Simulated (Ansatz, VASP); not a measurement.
Two plane-wave programs on AgCl

The input POSCAR:

```
AgCl
1.0
    0.0000000000      2.7731725651      2.7731725651
    2.7731725651      0.0000000000      2.7731725651
    2.7731725651      2.7731725651      0.0000000000
Ag Cl
1 1
Direct
    0.0000000000      0.0000000000      0.0000000000
    0.5000000000      0.5000000000      0.5000000000
```

Contents of INCAR.step1:

```
SYSTEM = AgCl
ALGO = Normal
EDIFF = 1E-5
ENCUT = 520
GGA = PE
ISIF = 2
ISMEAR = 0
LASPH = .TRUE.
LCHARG = .FALSE.
LREAL = .FALSE.
LWAVE = .TRUE.
NBANDS = 16
NELM = 60
PREC = Accurate
SIGMA = 0.01
```

File INCAR.step2:

```
SYSTEM = AgCl
AEXX = 0.75
ALGO = Normal
EDIFF = 1E-7
ENCUT = 520
GGA = PE
HFSCREEN = 0.5
ISIF = 2
ISMEAR = 0
ISTART = 1
LASPH = .TRUE.
LCHARG = .FALSE.
LHFCALC = .TRUE.
LREAL = .FALSE.
LWAVE = .FALSE.
NBANDS = 16
NELM = 60
PREC = Accurate
PRECFOCK = Normal
SIGMA = 0.01
```

File KPOINTS:

```
k-points
0
G
  4 4 4
  0 0 0
```

Input for Ansatz:

```yaml
crystal:
  lattice:
    - [0.0, 2.7731725651, 2.7731725651]
    - [2.7731725651, 0.0, 2.7731725651]
    - [2.7731725651, 2.7731725651, 0.0]
  atoms:
    - { symbol: Ag, position: [0.0, 0.0, 0.0] }
    - { symbol: Cl, position: [0.5, 0.5, 0.5] }
kpoints:
  mp_grid: { grid: [4, 4, 4] }
hamiltonian:
  xc: { exchange: pbe, correlation: pbe, exx: { coeff: 0.75, omega: 0.5 } }
scf:
  occupations: { method: fixed }
  n_extra_bands: 4
output:
  forces: true
  stress: true
  eigenvalues: true
```

Alike in both runs: task single point; functional PBE-based screened hybrid with a share of 0.75 of exact exchange and HFSCREEN = 0.5; k mesh 4 × 4 × 4; no spin polarisation.

|  | VASP | Ansatz |
| --- | --- | --- |
| version | VASP 6.6.1 | Ansatz 0.2.0 |
| potentials or method | VASP PAW PBE potentials, release 64 (Ag, Cl) | plane waves |
| plane-wave cutoff (eV) | 520 | 420 |
| occupations | gaussian, width 0.01 eV | fixed |
| valence electrons in the cell | 18 | 26 |

|  | VASP | Ansatz | Ansatz less VASP |
| --- | --- | --- | --- |
| gap on the k mesh at the Fermi level (eV) | 3.67 | 3.73 | +0.059 |
| pressure (GPa) | 1.4 | 1.5 | +0.13 |

VASP's potentials were made for PBE, not for PBE-based screened hybrid. VASP's potentials hold 18 valence electrons a cell and Ansatz's 26, so a difference there can come from the potentials and not from the codes. Ansatz's warnings: stress exchange threshold loose, stress scf threshold loose.

The k mesh is coarse, so the values compare programs but aren't converged.
